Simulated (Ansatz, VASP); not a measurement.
One calculation of SrCuB5, two programs

```
CELL_PARAMETERS angstrom
4.54140 0.00000 0.00000
-2.27070 3.93297 0.00000
0.00000 0.00000 5.71637
ATOMIC_POSITIONS crystal
Sr 0.66667 0.33333 0.69683
Cu 0.00000 0.00000 0.15616
B 0.46010 0.92021 0.23104
B 0.07979 0.53990 0.23104
B 0.46010 0.53990 0.23104
B 0.33333 0.66667 0.48014
B 0.66667 0.33333 0.20064
```

Alike in both runs: functional PBE; k mesh 12 × 12 × 8; occupations gaussian, width 0.1 eV; no spin polarisation.

Ansatz relaxed the structure, and its values are those at the end. VASP's run is a single point on that final structure, the one shown.

|  | VASP | Ansatz |
| --- | --- | --- |
| version | VASP 6.6.1 | Ansatz 0.2.0 |
| potentials or method | VASP PAW PBE potentials, release 64 (Sr_sv, Cu, B), cutoff 520 eV | scalar-relativistic, plane waves, PAW |
| valence electrons in the cell | 36 | 44 |

|  | VASP | Ansatz | Ansatz less VASP |
| --- | --- | --- | --- |
| gap on the k mesh at the Fermi level (eV) | none | none | - |
| pressure (GPa) | 0.2 | 0.0 | -0.19 |
| rms of the force components (eV/Å) | 0.004 | 0.001 | -0.0027 |

A gap of «none» marks a metal or a gap that the smearing closes. With one functional, cell and mesh, what is left measures potentials, basis and numerics. VASP's potentials hold 36 valence electrons a cell and Ansatz's 44, so a difference there can come from the potentials and not from the codes.
